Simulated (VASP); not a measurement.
Write the native input for VASP 6.6.1 that does the following.

| Item | Value |
| --- | --- |
| Task | single point |
| Functional | PBE |
| Potentials or basis | VASP PAW PBE potentials, release 64 (Y_sv) |
| Cutoff | 520 eV |
| k mesh | 11 × 11 × 11 |
| Occupations | fermi-dirac, width 0.1 eV |
| Spin | no spin polarisation |
| Dipole correction | no |
| Further INCAR settings | ALGO = Normal; EDIFF = 1e-06; NBANDS = 12 |

The structure of Y lies in POSCAR:

```
Y
1.0
    3.3151371572      0.0000000000      0.0000000000
    0.0000000000      3.3151371572      0.0000000000
    0.0000000000      0.0000000000      3.3151371572
Y
1
Direct
    0.0000000000      0.0000000000      0.0000000000
```

This isn't the form of Y at room conditions, which is hcp.

These files were run (other wordings do the same):

INCAR

```
ALGO = Normal
EDIFF = 1E-6
ENCUT = 520
GGA = PE
ISIF = 2
ISMEAR = -1
LASPH = T
LCHARG = F
LREAL = F
LWAVE = F
NBANDS = 12
NELM = 100
PREC = Accurate
SIGMA = 0.1
```

KPOINTS

```
k-points
0
Gamma
  11 11 11
```

Potentials or basis: VASP PAW PBE potentials, release 64 (Y_sv).

The run is started by

```sh
$ cat potpaw_PBE.64/Y_sv/POTCAR > POTCAR
$ mpirun -np 1 vasp_std > vasp.out
```

Results of the run:

```yaml
Pressure: -1.1 GPa
Band_gap_on_the_k_mesh: zero (an odd number of electrons rules out a gap without spin polarisation)
```

Wall time 20 s on 1 thread of Intel(R) Xeon(R) Platinum 8559C (Emerald Rapids) (shared host), peak memory 0.18 GiB.
